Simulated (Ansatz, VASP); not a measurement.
## Nb: VASP beside Ansatz

```
Nb
1.0
    -1.61403    1.61403    1.66395
     1.61403   -1.61403    1.66395
     1.61403    1.61403   -1.66395
Nb
1
Direct
  0.00000 0.00000 0.00000
```

Change from the starting cell: strain -0.030 along x and y, +0.000 along z, atoms carried along.

Alike in both runs: task single point; functional PBEsol; k mesh 20 × 20 × 20; occupations gaussian, width 0.15 eV; no spin polarisation.

|  | VASP | Ansatz |
| --- | --- | --- |
| version | VASP 6.6.1 | Ansatz 0.2.0 |
| potentials or method | VASP PAW PBE potentials, release 64 (Nb_sv), cutoff 520 eV | scalar-relativistic, plane waves, PAW |
| valence electrons in the cell | 13 | 13 |

Ansatz gave:

```
gap on the k mesh at the Fermi level (eV)                     : none
pressure (GPa)                                                : 1.9
traceless stress, the component that is largest in VASP (GPa) : -2.74
```

Question: Which values does VASP return?

Answer: gap on the k mesh at the Fermi level (eV): none; pressure (GPa): 1.5; traceless stress, the component that is largest in VASP (GPa): -2.74.

VASP's potentials were made for PBE, not for PBEsol. A gap of «none» marks a metal or a gap that the smearing closes.
